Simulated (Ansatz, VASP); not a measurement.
# SrRe3 in VASP and in Ansatz

```xyz
4
Lattice="5.8519 0.0000 0.0000 -2.9260 5.0679 0.0000 0.0000 0.0000 2.5262" Properties=species:S:1:pos:R:3 pbc="T T T"
Sr    0.0000    0.0000    0.0000
Re    2.9260    0.0000    0.0000
Re   -1.4630    2.5340    0.0000
Re    1.4630    2.5340    0.0000
```

Alike in both runs: functional PBE; k mesh 6 × 6 × 6; occupations gaussian, width 0.1 eV; no spin polarisation.

Ansatz relaxed the structure, and its values are those at the end. VASP's run is a single point on that final structure, the one shown.

|  | VASP | Ansatz |
| --- | --- | --- |
| version | VASP 6.6.1 | Ansatz 0.2.0 |
| potentials or method | VASP PAW PBE potentials, release 64 (Sr_sv, Re), cutoff 520 eV | scalar-relativistic, plane waves, PAW |
| valence electrons in the cell | 31 | 55 |

```csv
,VASP,Ansatz,Ansatz less VASP
gap on the k mesh at the Fermi level (eV),none,none,-
pressure (GPa),0.0,0.0,0.00
```

A gap of «none» marks a metal or a gap that the smearing closes. VASP's potentials hold 31 valence electrons a cell and Ansatz's 55, so a difference there can come from the potentials and not from the codes.

The k mesh is coarse, so the values compare programs but aren't converged. Neither program's run includes spin-orbit coupling.
